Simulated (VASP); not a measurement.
# Na3SmP2 (P4/mmm) in VASP: notebook

The runs below take Na3SmP2 through relaxation of cell and atoms, single point, with PBE.

Program: VASP 6.6.1. These are calculated values, not measurements. Logs are shortened: lines on timing, memory, paths and dates and some standing lists are left out, and cuts for length are marked.

**1. The cell of the first run**

It takes space group P4/mmm (No. 123, tetragonal). Conventional cell: a = 4.299 Å, b = 4.299 Å, c = 7.328 Å, α = 90.00°, β = 90.00°, γ = 90.00°. Within 2.8 Å of Na (site symmetry mmm) lie 2 Na at 2.15 Å and 4 P at 2.70 Å. Within 2.8 Å of Na (site symmetry 4/mmm) lie 4 Na at 2.15 Å. Sm (site symmetry 4/mmm) has 2 P at 2.03 Å within 2.7 Å. Within 2.8 Å of P (site symmetry 4mm) lie 1 Sm at 2.03 Å and 4 Na at 2.70 Å.

The cell was generated, and may not be a known phase.

**2. Relaxation of cell and atoms, PBE**

INCAR reads:

```
ALGO = Normal
EDIFF = 1E-7
EDIFFG = -0.04
ENCUT = 500
GGA = PE
GGA_COMPAT = F
IBRION = 2
ISIF = 3
ISMEAR = 0
LASPH = T
LCHARG = F
LMAXMIX = 6
LREAL = F
LWAVE = F
NELM = 200
NELMIN = 4
NSW = 90
PREC = Accurate
SIGMA = 0.1
```

KPOINTS reads:

```
k-points
0
Gamma
  4 4 4
```

POSCAR reads:

```
Na3SmP2
1.0
    4.2992417200      0.0000000000      0.0000000000
    0.0000000000      4.2992417200      0.0000000000
    0.0000000000      0.0000000000      7.3283433000
Na Sm P
3 1 2
Direct
    0.0000000000      0.5000000000      0.5000000000
    0.5000000000      0.0000000000      0.5000000000
    0.5000000000      0.5000000000      0.5000000000
    0.0000000000      0.0000000000      0.0000000000
    0.0000000000      0.0000000000      0.2770346500
    0.0000000000      0.0000000000      0.7229653500
```

Potentials or basis: VASP PAW PBE potentials, release 64 (Na_pv, Sm_3, P), 4f in core.

Launch:

```bash
$ cat potpaw_PBE.64/Na_pv/POTCAR potpaw_PBE.64/Sm_3/POTCAR potpaw_PBE.64/P/POTCAR > POTCAR
$ mpirun -np 1 vasp_std > vasp.out
```

OUTCAR:

```text
EDIFF = 1E-7
   EDIFFG = -0.04
   ENCUT = 500
   GGA = PE
   IBRION = 2
   ISIF = 3
   ISMEAR = 0
   LASPH = T
   LREAL = F
   NELM = 200
   NELMIN = 4
   NSW = 90
   PREC = Accurate

 ion  position               nearest neighbor table
   1  0.000  0.500  0.500-   3 2.15   3 2.15   6 2.70   5 2.70   6 2.70   5 2.70
   2  0.500  0.000  0.500-   3 2.15   3 2.15   6 2.70   5 2.70   5 2.70   6 2.70
   3  0.500  0.500  0.500-   1 2.15   2 2.15   2 2.15   1 2.15
   4  0.000  0.000  0.000-   5 2.03   6 2.03
   5  0.000  0.000  0.277-   4 2.03   2 2.70   1 2.70   1 2.70   2 2.70
   6  0.000  0.000  0.723-   4 2.03   2 2.70   1 2.70   1 2.70   2 2.70

  LATTYP: Found a simple tetragonal cell.
 ALAT       =     4.2992417200
 C/A-ratio  =     1.7045664741

  Lattice vectors:

 A1 = (   4.2992417200,   0.0000000000,   0.0000000000)
 A2 = (   0.0000000000,   4.2992417200,   0.0000000000)
 A3 = (   0.0000000000,   0.0000000000,   7.3283433000)

Analysis of symmetry for initial positions (statically):
=====================================================================
 Subroutine PRICEL returns:
 Original cell was already a primitive cell.

 Routine SETGRP: Setting up the symmetry group for a
 simple tetragonal supercell.

 Subroutine GETGRP returns: Found 16 space group operations
 (whereof 16 operations were pure point group operations)
 out of a pool of 16 trial point group operations.

The static configuration has the point symmetry D_4h.

Analysis of symmetry for dynamics (positions and initial velocities):
=====================================================================
 Subroutine PRICEL returns:
 Original cell was already a primitive cell.

 Routine SETGRP: Setting up the symmetry group for a
 simple tetragonal supercell.

 Subroutine GETGRP returns: Found 16 space group operations
 (whereof 16 operations were pure point group operations)
 out of a pool of 16 trial point group operations.

The dynamic configuration has the point symmetry D_4h.

 Subroutine INISYM returns: Found 16 space group operations
 (whereof 16 operations are pure point group operations),
 and found     1 'primitive' translations

----------------------------------------------------------------------------------------

                                     Primitive cell

  volume of cell :     135.4533

  direct lattice vectors                    reciprocal lattice vectors
     4.299241720  0.000000000  0.000000000     0.232599157  0.000000000  0.000000000
     0.000000000  4.299241720  0.000000000     0.000000000  0.232599157  0.000000000
     0.000000000  0.000000000  7.328343300     0.000000000  0.000000000  0.136456489
[... 91 lines left out ...]
   ISIF   =      3    stress and relaxation
   ISYM   =      2    0-nonsym 1-usesym 2-fastsym
   POTIM  = 0.5000    time-step for ionic-motion
   TEBEG  =    0.0;   TEEND  =   0.0 temperature during run
   PSTRESS=    0.0 pullay stress
   NELECT =      42.0000    total number of electrons
   NUPDOWN=      -1.0000    fix difference up-down
   EMIN   =  10.00;   EMAX   =-10.00  energy-range for DOS
   EFERMI =   0.00;   METHOD = LEGACY
   ISMEAR =     0;   SIGMA  =   0.10  broadening in eV -4-tet -1-fermi 0-gaus
   EFERMI_NEDOS =   21; number of points for ismear=-14 and -15
   IALGO  =     38    algorithm
   IMIX   =      4    mixing-type and parameters
     AMIX     =   0.40;   BMIX     =  1.00
     AMIX_MAG =   1.60;   BMIX_MAG =  1.00
  volume/ion in A,a.u.               =      22.58       152.35
  Fermi-wavevector in a.u.,A,eV,Ry     =   1.108055  2.093921 16.705049  1.227786
  Thomas-Fermi vector in A             =   2.244577
   LORBIT       =      0    0 simple, 1 ext, 2 COOP (PROOUT), +10 PAW based schemes
   GGA     = PE    functional components
   LHFCALC =     F    Hartree Fock is set to
   AEXX    =    0.0000 exact exchange contribution
   IVDW    =     0    specifies the selected vdW correction
   LEPSILON=     F    determine dielectric tensor
   LRPA    =     F    only Hartree local field effects (RPA)
 conjugate gradient relaxation of ions
 non-spin polarized calculation
 Gauss-broadening in eV      SIGMA  =   0.10
  energy-cutoff  :      500.00
  volume of cell :      135.45
 maximum number of plane-waves:      3454
 NGX is ok and might be reduce to    32
   NGX = 15   NGY = 15   NGZ = 27

--------------------------------------- Ionic step        1  -------------------------------------------

 number of electron      41.9999937 magnetization

 Free energy of the ion-electron system (eV)
  ---------------------------------------------------
  ext. energy  EPLUGINS =         0.00000000
  ---------------------------------------------------
  free energy    TOTEN  =       -10.01314818 eV

  energy without entropy =      -10.00213264  energy(sigma->0) =      -10.00764041

------------------------ aborting loop because EDIFF is reached ----------------------------------------

  FORCE on cell =-STRESS in cart. coord.  units (eV):
  Direction    XX          YY          ZZ          XY          YZ          ZX
  --------------------------------------------------------------------------------------
  -------------------------------------------------------------------------------------
  Total       11.4796248     11.4796248     48.1414696      0.0000000     -0.0000000      0.0000000
  in kB      135.7840459    135.7840459    569.4300641      0.0000000     -0.0000000      0.0000000
  external PRESSURE =     280.3327186 kB  Pullay stress =       0.0000000 kB
[... 101 lines left out ...]
  FREE ENERGIE OF THE ION-ELECTRON SYSTEM (eV)
  ---------------------------------------------------
  free  energy   TOTEN  =       -15.7450408922 eV

  energy  without entropy=      -15.7177664266  energy(sigma->0) =      -15.73140366

[... ionic steps 4 to 25 ...]

--------------------------------------- Ionic step       26  -------------------------------------------

 number of electron      42.0000118 magnetization

------------------------ aborting loop because EDIFF is reached ----------------------------------------
[... 75 lines left out ...]
--------------------------------------- Ionic step       28  -------------------------------------------

 number of electron      42.0000084 magnetization

 Free energy of the ion-electron system (eV)
  ---------------------------------------------------
  ext. energy  EPLUGINS =         0.00000000
  ---------------------------------------------------
  free energy    TOTEN  =       -18.39865567 eV

  energy without entropy =      -18.38856333  energy(sigma->0) =      -18.39360950

 E-fermi :   0.9173     XC(G=0):  -6.7702

 val. band max:        0.8767575020   @ k =   0.2500   0.2500   0.5000
 cond. band min:       1.0487247446   @ k =   0.5000   0.2500   0.5000
 fundamental gap:      0.1719672426
 Fermi energy:         0.9173050700

 k-point     1 :       0.0000    0.0000    0.0000
  band No.  band energies     occupation
      1     -41.4364      2.00000
      2     -25.0979      2.00000
      3     -25.0979      2.00000
      4     -24.9917      2.00000
      5     -24.1478      2.00000
      6     -24.1478      2.00000
[... 526 lines left out ...]
  FREE ENERGIE OF THE ION-ELECTRON SYSTEM (eV)
  ---------------------------------------------------
  free  energy   TOTEN  =       -18.3986556694 eV

  energy  without entropy=      -18.3885633342  energy(sigma->0) =      -18.39360950

 reached required accuracy - stopping structural energy minimisation
```

OSZICAR:

```text
N       E                     dE             d eps       ncg     rms          rms(c)
DAV:   1     0.400755174603E+03    0.40076E+03   -0.20465E+04   900   0.168E+03
[... 332 lines left out ...]
DAV:   2    -0.184001325750E+02    0.62937E-02   -0.12146E-02   976   0.957E-01    0.244E-01
DAV:   3    -0.183987135325E+02    0.14190E-02   -0.54491E-03  1047   0.602E-01    0.587E-02
DAV:   4    -0.183986580627E+02    0.55470E-04   -0.25220E-04  1004   0.994E-02    0.256E-02
DAV:   5    -0.183986547224E+02    0.33403E-05   -0.13564E-05  1079   0.226E-02    0.888E-03
DAV:   6    -0.183986553001E+02   -0.57774E-06   -0.21041E-06  1106   0.116E-02    0.305E-03
DAV:   7    -0.183986557278E+02   -0.42766E-06   -0.27669E-07   760   0.376E-03    0.842E-04
DAV:   8    -0.183986556694E+02    0.58331E-07   -0.45089E-08   542   0.161E-03
  28 F= -.18398656E+02 E0= -.18393610E+02  d E =-.188242E-02
```

CONTCAR:

```text
Na3SmP2
   1.00000000000000
     5.6808266597909558    0.0000000000000000    0.0000000000000000
     0.0000000000000000    5.6808266597909558    0.0000000000000000
    -0.0000000000000000    0.0000000000000000    7.2654987071749746
  Na              Sm              P
     3     1     2
Direct
     0.0000000000000000    0.5000000000000000    0.5000000000000000
     0.5000000000000000    0.0000000000000000    0.5000000000000000
     0.5000000000000000    0.5000000000000000    0.5000000000000000
     0.0000000000000000    0.0000000000000000    0.0000000000000000
     0.0000000000000000    0.0000000000000000    0.3531498468300046
     0.0000000000000000    0.0000000000000000    0.6468501531699955

  0.00000000E+00  0.00000000E+00  0.00000000E+00
  0.00000000E+00  0.00000000E+00  0.00000000E+00
  0.00000000E+00  0.00000000E+00  0.00000000E+00
  0.00000000E+00  0.00000000E+00  0.00000000E+00
  0.00000000E+00  0.00000000E+00  0.00000000E+00
  0.00000000E+00  0.00000000E+00  0.00000000E+00
```

It took 9.4 min on 1 thread of AMD EPYC 9R45 (Zen 5), shared host; peak memory 0.24 GiB.

Results:

* Free energy: -18.3987 eV
* Relaxed volume: 39.08 Å³/atom
* Relaxed cell: a = 5.681 Å, b = 5.681 Å, c = 7.265 Å, α = 90.00°, β = 90.00°, γ = 90.00°
* Space group after relaxing (to 0.1 Å): P4/mmm (No. 123)
* Energy gained by relaxing: 1397.6 meV/atom
* Ionic steps: 28
* Pressure after relaxing: 0.0 GPa
* Largest force after relaxing: 0.024 eV/Å
* Band gap on the k mesh: zero (bands 21 and 22 overlap by 0.43 eV)

Forces in eV/Å, atoms in the order of the input:
```
Na   0.000  0.000  0.000
Na   0.000  0.000  0.000
Na   0.000  0.000  0.000
Sm   0.000  0.000  0.000
P    0.000  0.000 -0.024
P    0.000  0.000  0.024
```

Step by step:
```
step  energy change (eV)  largest force (eV/Å)  pressure (GPa)  volume (Å³)
   1              0.0000               11.6444           28.03       135.45
   2             -4.0824                0.3573           -0.87       224.17
   3             -5.7319                0.8142            3.21       174.14
   4             -5.7650                0.7056            3.68       171.97
   5             -5.7896                0.3382            5.03       166.78
   6             -6.6999                0.2027            1.55       188.71
   7             -7.1386                0.6394           -0.56       214.00
   8             -7.1959                0.9741           -2.10       268.57
   9             -7.2591                0.9602           -1.74       243.34
  10             -7.6232                2.0934           -0.04       236.45
  11             -7.7019                3.3416            0.56       233.33
  12             -7.4798                4.5981            3.70       226.37
  13             -7.7046                3.8215            1.11       231.82
  14             -7.8806                3.6296            1.46       231.20
  15             -7.9477                1.4936            3.10       229.45
  16             -7.9951                2.8187            2.22       230.28
  17             -7.9986                2.5781            2.39       230.10
  18             -8.1893                1.5447            1.67       232.67
  19             -8.3474                0.6156            0.49       238.28
  20             -8.3670                0.3242            0.21       239.10
  21             -8.3786                0.1224           -0.24       240.53
  22             -8.3787                0.0941           -0.21       240.43
  23             -8.3799                0.0636           -0.21       239.99
  24             -8.3825                0.0277           -0.20       238.66
  25             -8.3831                0.2102           -0.18       235.99
  26             -8.3836                0.1376           -0.18       237.06
  27             -8.3850                0.0822           -0.09       235.79
  28             -8.3855                0.0240            0.00       234.47
```

Final structure:
```cif
data_structure
_symmetry_space_group_name_H-M 'P 1'
_symmetry_Int_Tables_number 1
_cell_length_a 5.6808
_cell_length_b 5.6808
_cell_length_c 7.2655
_cell_angle_alpha 90.000
_cell_angle_beta 90.000
_cell_angle_gamma 90.000
_cell_volume 234.47
loop_
_atom_site_label
_atom_site_type_symbol
_atom_site_fract_x
_atom_site_fract_y
_atom_site_fract_z
_atom_site_occupancy
Na1 Na 0.00000 0.50000 0.50000 1
Na2 Na 0.50000 0.00000 0.50000 1
Na3 Na 0.50000 0.50000 0.50000 1
Sm1 Sm 0.00000 0.00000 0.00000 1
P1 P 0.00000 0.00000 0.35315 1
P2 P 0.00000 0.00000 0.64685 1
```

Levels at points of the mesh, in eV from the Fermi level:
```tsv
k point	band 19	band 20	band 21	band 22	band 23	band 24
(0.00, 0.00, 0.00)	-1.66	-1.25	-1.25	0.35	0.45	1.42
(0.50, 0.00, 0.00)	-1.64	-1.20	-0.40	0.42	1.01	1.49
(0.50, 0.50, 0.00)	-1.54	-1.54	-0.62	1.25	1.25	1.64
(0.00, 0.00, 0.50)	-0.95	-0.93	-0.30	-0.30	0.58	1.33
(0.50, 0.00, 0.50)	-1.10	-0.21	-0.11	0.63	0.95	1.26
(0.50, 0.50, 0.50)	-0.83	-0.83	-0.26	0.36	1.02	1.29
```

Caveat: the k points lie up to 0.28 Å⁻¹ apart in the final cell; the volume moved by over 15 % at a fixed basis, so the end points are rough; spin-orbit coupling is left out, which moves the levels of the heavy elements; the 4f electrons are frozen in the core, so they carry no moment and show no levels. Spin polarisation is off, so any magnetic state and its effect on volume and gap are missing.

**3. Single point, PBE**

This run uses another cell than the first one, of 39.30 Å³/atom.

INCAR reads:

```
PREC     = Accurate       # precision mode
ENCUT    = 500            # plane-wave cutoff, eV
EDIFF    = 1E-6           # SCF threshold, eV
ISMEAR   = 0              # smearing method
SIGMA    = 0.1            # smearing width, eV
LREAL    = False          # projectors in reciprocal space
LASPH    = True           # aspherical terms in the spheres
NELM     = 200            # most SCF steps
ALGO     = Normal         # electronic algorithm
ISIF     = 2              # what is computed and relaxed
LWAVE    = False          # write WAVECAR
LCHARG   = True           # write CHGCAR
GGA      = PE             # functional
LELF     = True           # ELF
LVHAR    = True         
NBANDS   = 30             # bands
GGA_COMPAT= False        
LMAXMIX  = 6              # l up to which the mixer works
```

KPOINTS reads:

```
regular mesh
0
Gamma
  8 8 6
```

POSCAR reads:

```
Na3SmP2
1.0
    5.7003524489      0.0000000000      0.0000000000
    0.0000000000      5.7003524489      0.0000000000
    0.0000000000      0.0000000000      7.2572138870
Na Sm P
3 1 2
Direct
    0.0000000000      0.5000000000      0.5000000000
    0.5000000000      0.0000000000      0.5000000000
    0.5000000000      0.5000000000      0.5000000000
    0.0000000000      0.0000000000      0.0000000000
    0.0000000000      0.0000000000      0.3526661660
    0.0000000000      0.0000000000      0.6473338340
```

Potentials or basis: VASP PAW PBE potentials, release 64 (Na_pv, Sm_3, P), 4f in core.

Launch:

```bash
$ cat potpaw_PBE.64/Na_pv/POTCAR potpaw_PBE.64/Sm_3/POTCAR potpaw_PBE.64/P/POTCAR > POTCAR
$ mpirun -np 1 vasp_std > vasp.out
```

Run time: 3.3 min. Hardware: 1 thread of AMD EPYC 9R45 (Zen 5), shared host; peak memory 0.49 GiB.

It converged, with:

```
Free energy            : -18.4569 eV
Pressure               : 0.0 GPa
Largest force          : 0.096 eV/Å
Band gap on the k mesh : zero (bands 21 and 22 overlap by 0.67 eV)
```

Forces on the atoms (eV/Å):
```
Na   0.000  0.000  0.000
Na   0.000  0.000  0.000
Na   0.000  0.000  0.000
Sm   0.000  0.000  0.000
P    0.000  0.000  0.096
P    0.000  0.000 -0.096
```

Stress tensor (GPa, compression positive):
```
-0.02  0.00  0.00
 0.00 -0.02  0.00
 0.00  0.00  0.14
```

Levels at points of the mesh, in eV from the Fermi level:
```csv
k point,band 18,band 19,band 20,band 21,band 22,band 23,band 24,band 25
"(0.00, 0.00, 0.00)",-3.04,-1.66,-1.25,-1.25,0.36,0.46,1.43,1.82
"(0.50, 0.00, 0.00)",-2.98,-1.64,-1.21,-0.40,0.41,1.02,1.49,1.77
"(0.50, 0.50, 0.00)",-3.52,-1.54,-1.54,-0.62,1.24,1.27,1.65,1.86
"(0.00, 0.00, 0.50)",-2.76,-0.96,-0.91,-0.30,-0.30,0.60,1.33,1.47
"(0.50, 0.00, 0.50)",-2.68,-1.10,-0.21,-0.10,0.60,0.93,1.17,1.26
"(0.50, 0.50, 0.50)",-2.63,-0.83,-0.83,-0.27,0.38,1.01,1.31,1.31
```

Caveat: spin-orbit coupling is left out, which moves the levels of the heavy elements; the 4f electrons are frozen in the core, so they carry no moment and show no levels. Spin polarisation is off, so any magnetic state and its effect on volume and gap are missing.

The gap in the log of VASP goes by the Fermi energy; the results here count the filled bands.